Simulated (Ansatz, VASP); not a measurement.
## LiF: VASP beside Ansatz

The input POSCAR:

```
LiF
1.0
    0.0000000000      2.0140000000      2.0140000000
    2.0140000000      0.0000000000      2.0140000000
    2.0140000000      2.0140000000      0.0000000000
Li F
1 1
Direct
    0.0351095721      0.0000000000      0.0000000000
    0.5000000000      0.5000000000      0.5000000000
```

The input INCAR.step1:

```
PREC = Accurate
ENCUT = 520
ISMEAR = 0
SIGMA = 0.05
LREAL = F
LASPH = T
NELM = 100
NBANDS = 12
GGA = PE
ALGO = Normal
EDIFF = 1E-4
LWAVE = T
LCHARG = F
```

Contents of INCAR.step2:

```
PREC = Accurate
ENCUT = 520
EDIFF = 1E-7
ISMEAR = 0
SIGMA = 0.05
LREAL = F
LASPH = T
NELM = 100
ALGO = Normal
ISIF = 2
LWAVE = F
LCHARG = F
METAGGA = R2SCAN
LMIXTAU = T
NBANDS = 12
ISTART = 1
```

The input KPOINTS:

```
Automatic mesh
0
Gamma
  10 10 10
```

Input for Ansatz:

```yaml
crystal:
  lattice:
    - [0.0, 2.014, 2.014]
    - [2.014, 0.0, 2.014]
    - [2.014, 2.014, 0.0]
  atoms:
    - { symbol: Li, position: [0.0351095721, 0.0, 0.0] }
    - { symbol: F, position: [0.5, 0.5, 0.5] }
basis:
  ecutwfc: 500
kpoints:
  mp_grid: { grid: [10, 10, 10] }
hamiltonian:
  xc: r2scan
scf:
  occupations: { method: gaussian, width: 0.05 }
output:
  forces: true
  stress: true
  eigenvalues: true
```

Change from the starting cell: all Li atoms moved -0.100 Å, as atom 1 towards its neighbour atom 1 (Li) at 2.848 Å.

Alike in both runs: task single point; functional r2SCAN; k mesh 10 × 10 × 10; occupations gaussian, width 0.05 eV; no spin polarisation.

|  | VASP | Ansatz |
| --- | --- | --- |
| version | VASP 6.6.1 | Ansatz 0.2.0 |
| potentials or method | VASP PAW PBE potentials, release 64 (Li_sv, F), cutoff 520 eV | scalar-relativistic, plane waves, PAW |
| valence electrons in the cell | 10 | 10 |

VASP gave:

```
gap on the k mesh at the Fermi level (eV) : 10.24
least direct gap on the mesh (eV)         : 10.24
rms of the force components (eV/Å)        : 0.100
```

**Question.** What did Ansatz give for the same quantities?

**Answer.** gap on the k mesh at the Fermi level (eV): 10.04; least direct gap on the mesh (eV): 10.04; rms of the force components (eV/Å): 0.096.

VASP's potentials were made for PBE, not for r2SCAN. Atom by atom the forces differ by 0.004 eV/Å (rms over components).

Noted on VASP's run: the cutoff is under 1.25 times that of the potentials, so the pressure is a little rough.
